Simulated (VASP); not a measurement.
# MoSe (P6_3/mmc) in VASP: single point with r2SCAN+U

Aim: the single point of MoSe with r2SCAN+U.

Program: VASP 6.6.1. These are calculated values, not measurements. Logs are shortened: lines on timing, memory, paths and dates and some standing lists are left out, and cuts for length are marked.

**1. The cell of the first run**

Symmetry: P6_3/mmc, No. 194, hexagonal system. Conventional cell: a = 3.718 Å, b = 3.718 Å, c = 6.330 Å, α = 90.00°, β = 90.00°, γ = 120.00°. Within 3.5 Å of Mo (site symmetry -3m) lie 6 Se at 2.67 Å and 2 Mo at 3.17 Å. Se (site symmetry -6m2) has 6 Mo at 2.67 Å within 3.5 Å.

**2. Single point, r2SCAN+U**

Contents of POSCAR:

```
MoSe
1.0
    3.7179816216      0.0000000000      0.0000000000
   -1.8589908108      3.2198665351      0.0000000000
    0.0000000000      0.0000000000      6.3303255141
Mo Se
2 2
Direct
    0.0000000000      0.0000000000      0.0000000000
    0.0000000000      0.0000000000      0.5000000000
    0.3333333333      0.6666666667      0.2500000000
    0.6666666667      0.3333333333      0.7500000000
```

Contents of INCAR.step1:

```
SYSTEM = MoSe
  PREC = Accurate
  ENCUT = 520
  ISMEAR = 0
  SIGMA = 0.1
  LREAL = .FALSE.
  LASPH = .TRUE.
  NELM = 150
  LMAXMIX = 4
  LDAU = .TRUE.
  LDAUTYPE = 2
  LDAUL = 2 -1
  LDAUU = 4.38 0
  LDAUJ = 0 0
  NBANDS = 28
  GGA = PE
  ALGO = Normal
  EDIFF = 1E-4
  LWAVE = .TRUE.
  LCHARG = .FALSE.
```

Contents of INCAR.step2:

```
SYSTEM = MoSe
  PREC = Accurate
  ENCUT = 520
  EDIFF = 1E-7
  ISMEAR = 0
  SIGMA = 0.1
  LREAL = .FALSE.
  LASPH = .TRUE.
  NELM = 150
  ALGO = Normal
  ISIF = 2
  LWAVE = .FALSE.
  LCHARG = .FALSE.
  LMAXMIX = 4
  LDAU = .TRUE.
  LDAUTYPE = 2
  LDAUL = 2 -1
  LDAUU = 4.38 0
  LDAUJ = 0 0
  LDAUPRINT = 1
  METAGGA = R2SCAN
  LMIXTAU = .TRUE.
  NBANDS = 28
  ISTART = 1
```

Contents of KPOINTS:

```
regular mesh
0
G
  12 12 6
  0 0 0
```

Potentials or basis: VASP PAW PBE potentials, release 64 (Mo_sv, Se).

Run with:

```sh
cat potpaw_PBE.64/Mo_sv/POTCAR potpaw_PBE.64/Se/POTCAR > POTCAR
cp INCAR.step1 INCAR
mpirun -np 1 vasp_std > vasp.out
cp INCAR.step2 INCAR
mpirun -np 1 vasp_std > vasp.out
```

OUTCAR:

```text
SYSTEM = MoSe
   PREC = Accurate
   ENCUT = 520
   EDIFF = 1E-7
   ISMEAR = 0
   LREAL = .FALSE.
   LASPH = .TRUE.
   NELM = 150
   ISIF = 2
   METAGGA = R2SCAN
   ISTART = 1

 ion  position               nearest neighbor table
   1  0.000  0.000  0.000-   3 2.67   4 2.67   3 2.67   4 2.67   4 2.67   3 2.67   2 3.17   2 3.17

   2  0.000  0.000  0.500-   3 2.67   4 2.67   3 2.67   4 2.67   4 2.67   3 2.67   1 3.17   1 3.17

   3  0.333  0.667  0.250-   1 2.67   2 2.67   1 2.67   2 2.67   1 2.67   2 2.67
   4  0.667  0.333  0.750-   1 2.67   2 2.67   1 2.67   2 2.67   1 2.67   2 2.67

  LATTYP: Found a hexagonal cell.
 ALAT       =     3.7179816216
 C/A-ratio  =     1.7026242081

  Lattice vectors:

 A1 = (   3.7179816216,   0.0000000000,   0.0000000000)
 A2 = (  -1.8589908108,   3.2198665351,   0.0000000000)
 A3 = (   0.0000000000,   0.0000000000,   6.3303255141)

Analysis of symmetry for initial positions (statically):
=====================================================================
 Subroutine PRICEL returns:
 Original cell was already a primitive cell.

 Routine SETGRP: Setting up the symmetry group for a
 hexagonal supercell.

 Subroutine GETGRP returns: Found 24 space group operations
 (whereof 12 operations were pure point group operations)
 out of a pool of 24 trial point group operations.

The static configuration has the point symmetry D_3d.
 The point group associated with its full space group is D_6h.

Analysis of symmetry for dynamics (positions and initial velocities):
=====================================================================
 Subroutine PRICEL returns:
 Original cell was already a primitive cell.

 Routine SETGRP: Setting up the symmetry group for a
 hexagonal supercell.

 Subroutine GETGRP returns: Found 24 space group operations
 (whereof 12 operations were pure point group operations)
 out of a pool of 24 trial point group operations.

The dynamic configuration has the point symmetry D_3d.
 The point group associated with its full space group is D_6h.

 Subroutine INISYM returns: Found 24 space group operations
 (whereof 12 operations are pure point group operations),
 and found     1 'primitive' translations

----------------------------------------------------------------------------------------

                                     Primitive cell

  volume of cell :      75.7829

  direct lattice vectors                    reciprocal lattice vectors
     3.717981622  0.000000000  0.000000000     0.268963137  0.155285940  0.000000000
    -1.858990811  3.219866535  0.000000000     0.000000000  0.310571879  0.000000000
     0.000000000  0.000000000  6.330325514     0.000000000  0.000000000  0.157969760

  length of vectors
     3.717981622  3.717981622  6.330325514     0.310571879  0.310571879  0.157969760

  position of ions in fractional coordinates (direct lattice)
     0.000000000  0.000000000  0.000000000
     0.000000000  0.000000000  0.500000000
     0.333333333  0.666666667  0.250000000
     0.666666667  0.333333333  0.750000000

  ion indices of the primitive-cell ions
   primitive index   ion index
                 1           1
                 2           2
                 3           3
                 4           4

----------------------------------------------------------------------------------------

 KPOINTS: regular mesh

[... 101 lines left out ...]
   LRPA    =     F    only Hartree local field effects (RPA)
 non-spin polarized calculation
 Gauss-broadening in eV      SIGMA  =   0.10
  energy-cutoff  :      520.00
  volume of cell :       75.78
 maximum number of plane-waves:      2058
 NGX is ok and might be reduce to    28
   NGX = 13   NGY = 13   NGZ = 23

atom =   1  type =  1  l = 2

 onsite density matrix

spin component  1

  0.4531 -0.0000 -0.0000  0.2644 -0.0000
 -0.0000  0.4449 -0.0000 -0.0000  0.2644
 -0.0000 -0.0000  0.1906 -0.0000 -0.0000
  0.2644 -0.0000 -0.0000  0.4449  0.0000
 -0.0000  0.2644 -0.0000  0.0000  0.4531

spin component  2

  0.4531 -0.0000 -0.0000  0.2644 -0.0000
 -0.0000  0.4449 -0.0000 -0.0000  0.2644
 -0.0000 -0.0000  0.1906 -0.0000 -0.0000
  0.2644 -0.0000 -0.0000  0.4449  0.0000
 -0.0000  0.2644 -0.0000  0.0000  0.4531

 occupancies and eigenvectors

  o =  0.1845  v =  0.0000  0.7126 -0.0000 -0.0000 -0.7016  0.0000  0.0000  0.0000  0.0000  0.0000      0.0000  0.0000  0.0000  0.0000  0.0000  0.0000  0.0000  0.0000  0.0000  0.0000
  o =  0.1845  v =  0.0000  0.0000  0.0000  0.0000  0.0000  0.0000  0.7126 -0.0000 -0.0000 -0.7016      0.0000  0.0000  0.0000  0.0000  0.0000  0.0000  0.0000  0.0000  0.0000  0.0000
  o =  0.1845  v =  0.0000  0.0000  0.0000  0.0000  0.0000  0.7016  0.0000  0.0000 -0.7126  0.0000      0.0000  0.0000  0.0000  0.0000  0.0000  0.0000  0.0000  0.0000  0.0000  0.0000
  o =  0.1845  v =  0.7016  0.0000  0.0000 -0.7126  0.0000  0.0000  0.0000  0.0000  0.0000  0.0000      0.0000  0.0000  0.0000  0.0000  0.0000  0.0000  0.0000  0.0000  0.0000  0.0000
  o =  0.1906  v =  0.0000  0.0000  0.0000  0.0000  0.0000  0.0000 -0.0000 -1.0000 -0.0000  0.0000      0.0000  0.0000  0.0000  0.0000  0.0000  0.0000  0.0000  0.0000  0.0000  0.0000
  o =  0.1906  v =  0.0000 -0.0000 -1.0000 -0.0000  0.0000  0.0000  0.0000  0.0000  0.0000  0.0000      0.0000  0.0000  0.0000  0.0000  0.0000  0.0000  0.0000  0.0000  0.0000  0.0000
  o =  0.7134  v =  0.0000 -0.7016  0.0000 -0.0000 -0.7126  0.0000  0.0000  0.0000  0.0000  0.0000      0.0000  0.0000  0.0000  0.0000  0.0000  0.0000  0.0000  0.0000  0.0000  0.0000
  o =  0.7134  v =  0.0000  0.0000  0.0000  0.0000  0.0000  0.0000 -0.7016  0.0000 -0.0000 -0.7126      0.0000  0.0000  0.0000  0.0000  0.0000  0.0000  0.0000  0.0000  0.0000  0.0000
  o =  0.7134  v = -0.7126  0.0000  0.0000 -0.7016  0.0000  0.0000  0.0000  0.0000  0.0000  0.0000      0.0000  0.0000  0.0000  0.0000  0.0000  0.0000  0.0000  0.0000  0.0000  0.0000
  o =  0.7134  v =  0.0000  0.0000  0.0000  0.0000  0.0000 -0.7126  0.0000  0.0000 -0.7016  0.0000      0.0000  0.0000  0.0000  0.0000  0.0000  0.0000  0.0000  0.0000  0.0000  0.0000

atom =   2  type =  1  l = 2

 onsite density matrix

spin component  1

  0.4531  0.0000 -0.0000 -0.2644 -0.0000
  0.0000  0.4449  0.0000 -0.0000 -0.2644
 -0.0000  0.0000  0.1906  0.0000 -0.0000
 -0.2644 -0.0000  0.0000  0.4449 -0.0000
 -0.0000 -0.2644 -0.0000 -0.0000  0.4531

spin component  2

  0.4531  0.0000 -0.0000 -0.2644 -0.0000
  0.0000  0.4449  0.0000 -0.0000 -0.2644
 -0.0000  0.0000  0.1906  0.0000 -0.0000
 -0.2644 -0.0000  0.0000  0.4449 -0.0000
 -0.0000 -0.2644 -0.0000 -0.0000  0.4531

 occupancies and eigenvectors

  o =  0.1845  v =  0.0000  0.7126  0.0000 -0.0000  0.7016  0.0000  0.0000  0.0000  0.0000  0.0000      0.0000  0.0000  0.0000  0.0000  0.0000  0.0000  0.0000  0.0000  0.0000  0.0000
  o =  0.1845  v =  0.0000  0.0000  0.0000  0.0000  0.0000  0.0000  0.7126  0.0000 -0.0000  0.7016      0.0000  0.0000  0.0000  0.0000  0.0000  0.0000  0.0000  0.0000  0.0000  0.0000
  o =  0.1845  v =  0.0000  0.0000  0.0000  0.0000  0.0000 -0.7016  0.0000 -0.0000 -0.7126 -0.0000      0.0000  0.0000  0.0000  0.0000  0.0000  0.0000  0.0000  0.0000  0.0000  0.0000
  o =  0.1845  v = -0.7016  0.0000 -0.0000 -0.7126 -0.0000  0.0000  0.0000  0.0000  0.0000  0.0000      0.0000  0.0000  0.0000  0.0000  0.0000  0.0000  0.0000  0.0000  0.0000  0.0000
  o =  0.1906  v =  0.0000  0.0000  0.0000  0.0000  0.0000  0.0000  0.0000 -1.0000  0.0000  0.0000      0.0000  0.0000  0.0000  0.0000  0.0000  0.0000  0.0000  0.0000  0.0000  0.0000
  o =  0.1906  v =  0.0000  0.0000 -1.0000  0.0000  0.0000  0.0000  0.0000  0.0000  0.0000  0.0000      0.0000  0.0000  0.0000  0.0000  0.0000  0.0000  0.0000  0.0000  0.0000  0.0000
  o =  0.7134  v =  0.0000  0.7016  0.0000  0.0000 -0.7126  0.0000  0.0000  0.0000  0.0000  0.0000      0.0000  0.0000  0.0000  0.0000  0.0000  0.0000  0.0000  0.0000  0.0000  0.0000
  o =  0.7134  v =  0.0000  0.0000  0.0000  0.0000  0.0000  0.0000  0.7016  0.0000  0.0000 -0.7126      0.0000  0.0000  0.0000  0.0000  0.0000  0.0000  0.0000  0.0000  0.0000  0.0000
  o =  0.7134  v = -0.7126  0.0000  0.0000  0.7016  0.0000  0.0000  0.0000  0.0000  0.0000  0.0000      0.0000  0.0000  0.0000  0.0000  0.0000  0.0000  0.0000  0.0000  0.0000  0.0000
  o =  0.7134  v =  0.0000  0.0000  0.0000  0.0000  0.0000 -0.7126  0.0000  0.0000  0.7016  0.0000      0.0000  0.0000  0.0000  0.0000  0.0000  0.0000  0.0000  0.0000  0.0000  0.0000

 number of electron      39.9999993 magnetization

 Free energy of the ion-electron system (eV)
  ---------------------------------------------------
  ext. energy  EPLUGINS =         0.00000000
  ---------------------------------------------------
  free energy    TOTEN  =       -70.91557776 eV

  energy without entropy =      -70.89728250  energy(sigma->0) =      -70.90643013

 E-fermi :   8.4251     XC(G=0): -12.0553

 val. band max:        8.4007618113   @ k =   0.4167   0.0833   0.3333
 cond. band min:       8.4532870006   @ k =   0.3333   0.1667   0.3333
 fundamental gap:      0.0525251893
 Fermi energy:         8.4250907687

 k-point     1 :       0.0000    0.0000    0.0000
  band No.  band energies     occupation
      1     -54.5867      2.00000
      2     -54.5648      2.00000
      3     -28.4210      2.00000
      4     -28.1440      2.00000
      5     -27.8154      2.00000
      6     -27.8154      2.00000
[... 733 lines left out ...]
     27      13.0930      0.00000
     28      14.8211      0.00000

 [... further k-points ...]

------------------------ aborting loop because EDIFF is reached ----------------------------------------

  FORCE on cell =-STRESS in cart. coord.  units (eV):
  Direction    XX          YY          ZZ          XY          YZ          ZX
  --------------------------------------------------------------------------------------
  -------------------------------------------------------------------------------------
  Total       -0.9502115     -0.9502115      2.3851195     -0.0000000     -0.0000000      0.0000000
  in kB      -20.0890653    -20.0890653     50.4254267     -0.0000000     -0.0000000      0.0000000
  external PRESSURE =       3.4157654 kB  Pullay stress =       0.0000000 kB

 VOLUME and BASIS-vectors are now :
 -----------------------------------------------------------------------------
  energy-cutoff  :      520.00
  volume of cell :       75.78
      direct lattice vectors                 reciprocal lattice vectors
     3.717981622  0.000000000  0.000000000     0.268963137  0.155285940  0.000000000
    -1.858990811  3.219866535  0.000000000     0.000000000  0.310571879  0.000000000
     0.000000000  0.000000000  6.330325514     0.000000000  0.000000000  0.157969760

 POSITION                                       TOTAL-FORCE (eV/Angst)
 -----------------------------------------------------------------------------------
      0.00000      0.00000      0.00000         0.000000      0.000000      0.000000
      0.00000      0.00000      3.16516         0.000000      0.000000      0.000000
     -0.00000      2.14658      1.58258         0.000000      0.000000     -0.000000
      1.85899      1.07329      4.74774        -0.000000      0.000000     -0.000000
 -----------------------------------------------------------------------------------
    total drift:                               -0.000000      0.000000      0.000000

  FREE ENERGIE OF THE ION-ELECTRON SYSTEM (eV)
  ---------------------------------------------------
  free  energy   TOTEN  =       -70.9155777576 eV

  energy  without entropy=      -70.8972824975  energy(sigma->0) =      -70.90643013
```

It took 12 min on 1 thread of Oxide Virtual Turin-like, shared host; peak memory 0.26 GiB.

Results:

```
Free energy            : -70.9156 eV
Pressure               : 0.3 GPa
Band gap on the k mesh : zero (band 20 reaches 8.83 eV, above the bottom of band 21 at 7.18 eV)
```

Stress tensor (GPa, compression positive):
```
-2.01  0.00  0.00
 0.00 -2.01  0.00
 0.00  0.00  5.04
```

Eigenvalues of the final occupation matrices:
```
    site  spin  trace               eigenvalues
site 1 d     1   1.99  0.18 0.18 0.19 0.71 0.71
site 1 d     2   1.99  0.18 0.18 0.19 0.71 0.71
site 2 d     1   1.99  0.18 0.18 0.19 0.71 0.71
site 2 d     2   1.99  0.18 0.18 0.19 0.71 0.71
```

Caveat: the PAW data sets were made with another functional, which shifts forces and pressure a little; U without spin polarisation on a metal has little footing.
